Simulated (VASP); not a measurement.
A run of VASP 6.6.1 is set up as follows.

Contents of INCAR:

```
SYSTEM = V
ALGO     = Normal         ! electronic algorithm
EDIFF    = 1E-7           ! SCF threshold, eV
EDIFFG   = -0.005         ! ionic threshold
ENCUT    = 600            ! plane-wave cutoff, eV
GGA      = CA             ! functional
IBRION   = 2              ! ionic algorithm
ISIF     = 3              ! what is computed and relaxed
ISMEAR   = -1             ! smearing method
LASPH    = .TRUE.         ! aspherical terms in the spheres
LCHARG   = .FALSE.        ! write CHGCAR
LREAL    = .FALSE.        ! projectors in reciprocal space
LWAVE    = .FALSE.        ! write WAVECAR
NELM     = 80             ! most SCF steps
NSW      = 32             ! ionic steps
PREC     = Accurate       ! precision mode
PSTRESS  = 1500.0       
SIGMA    = 0.1            ! smearing width, eV
```

File KPOINTS:

```
k-points
0
G
  20 20 20
  0 0 0
```

File POSCAR:

```
V
1.0
   -1.9614752417      1.9614752417      1.1326964766
    1.9614752417     -1.9614752417      1.1326964766
    1.9614752417      1.9614752417     -1.1326964766
V
2
Direct
   -0.3750000000     -0.1250000000     -0.2500000000
    0.3750000000      0.1250000000      0.2500000000
```

Potentials or basis: VASP PAW LDA potentials, release 64 (V_sv).

Launch:

```console
$ cat potpaw_LDA.64/V_sv/POTCAR > POTCAR
$ mpirun -np 1 vasp_std > vasp.out
```

Task: Estimate the relaxed cell.

Result: a = 3.012 Å, b = 3.012 Å, c = 3.012 Å, α = 98.09°, β = 98.09°, γ = 135.92°.

Task: Estimate the relaxed volume.

Result: 8.81 Å³/atom.

Task: Predict the space group after relaxing (to 0.05 Å).

Result: I4_1/amd (No. 141).

Step by step:
```tsv
step	energy change (eV)	largest force (eV/Å)	pressure (GPa)	volume (Å³)
1	0.0000	0.0000	158.00	17.43
2	-0.9580	0.0000	117.74	18.55
3	-0.2079	0.0000	149.34	17.65
4	-0.2028	0.0000	149.55	17.64
5	-0.1866	0.0000	150.14	17.62
6	-0.1898	0.0000	150.02	17.63
```

Caveat: the cell is relaxed towards a set pressure, so the enthalpy falls and the energy may rise.
